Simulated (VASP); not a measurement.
Write the native input for VASP 6.6.1 that does the following.

```yaml
Task: relaxation of cell and atoms
Functional: PBE
Potentials_or_basis: VASP PAW PBE potentials, release 64 (Hg, Sb)
Cutoff: 600 eV
k_mesh: 12 × 12 × 12
Occupations: fermi-dirac, width 0.15 eV
Spin: no spin polarisation
Dipole_correction: no
Further_INCAR_settings: ALGO = Normal; EDIFF = 1e-06; IBRION = 2; EDIFFG = -0.001; NSW = 80; ISIF = 3
```

The structure of HgSb lies in POSCAR:

```
HgSb
1.0
    3.7463403117      0.0000000000      0.0000000000
    0.0000000000      3.7463403117      0.0000000000
    0.0000000000      0.0000000000      3.7463403117
Hg Sb
1 1
Direct
    0.0000000000      0.0000000000      0.0000000000
    0.5000000000      0.5000000000      0.5000000000
```

One way to write it, as run:

INCAR

```
PREC = Accurate
ENCUT = 600
EDIFF = 1E-6
ISMEAR = -1
SIGMA = 0.15
LREAL = F
LASPH = T
NELM = 60
ALGO = Normal
ISIF = 3
LWAVE = F
LCHARG = F
GGA = PE
IBRION = 2
NSW = 80
EDIFFG = -0.001
```

KPOINTS

```
regular mesh
0
Gamma
  12 12 12
```

Potentials or basis: VASP PAW PBE potentials, release 64 (Hg, Sb).

Launch:

```bash
$ cat potpaw_PBE.64/Hg/POTCAR potpaw_PBE.64/Sb/POTCAR > POTCAR
$ mpirun -np 1 vasp_std > vasp.out
```

Results of the run:

```
Relaxed volume                         : 26.37 Å³/atom
Relaxed cell                           : a = 3.750 Å, b = 3.750 Å, c = 3.750 Å, α = 90.00°, β = 90.00°, γ = 90.00°
Space group after relaxing (to 0.05 Å) : Pm-3m (No. 221)
Energy gained by relaxing              : 0.1 meV/atom
Ionic steps                            : 4
Pressure after relaxing                : 0.0 GPa
```

It took 48 s on 1 thread of Intel(R) Xeon(R) 6975P-C (Granite Rapids), with other jobs on the host, peak memory 0.23 GiB.
